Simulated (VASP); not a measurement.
## YV: single point with PBE

Crystal: YV.

```
V Y
1.0
     3.61426    0.00000    0.00000
     0.00000    3.61426    0.00000
     0.00000    0.00000    3.61426
V Y
1 1
Direct
  0.00000 0.00000 0.00000
  0.50000 0.50000 0.50000
```

| Item | Value |
| --- | --- |
| Program | VASP 6.6.1 |
| Task | single point |
| Functional | PBE |
| Potentials or basis | VASP PAW PBE potentials, release 64 (V_sv, Y_sv) |
| Cutoff | 520 eV |
| k mesh | 12 × 12 × 12 |
| Occupations | gaussian, width 0.1 eV |
| Spin | collinear spin, ferromagnetic start |
| Starting moments | [2.17, 0.07] μB |
| Fixed moment | 2.25 μB |

```json
{
 "Pressure": "-2.8 GPa",
 "Net moment": "2.25 μB per cell",
 "Site moments": "V +1.88; Y +0.10 μB",
 "Valence electrons inside the program's atomic spheres": "V 11.34; Y 9.62"
}
```

It took 92 s on 1 thread of AMD EPYC 9R45 96-Core Processor (Zen 5) (shared host), peak memory 0.27 GiB.

Caveat: the total moment is fixed, so each spin has its own Fermi level.
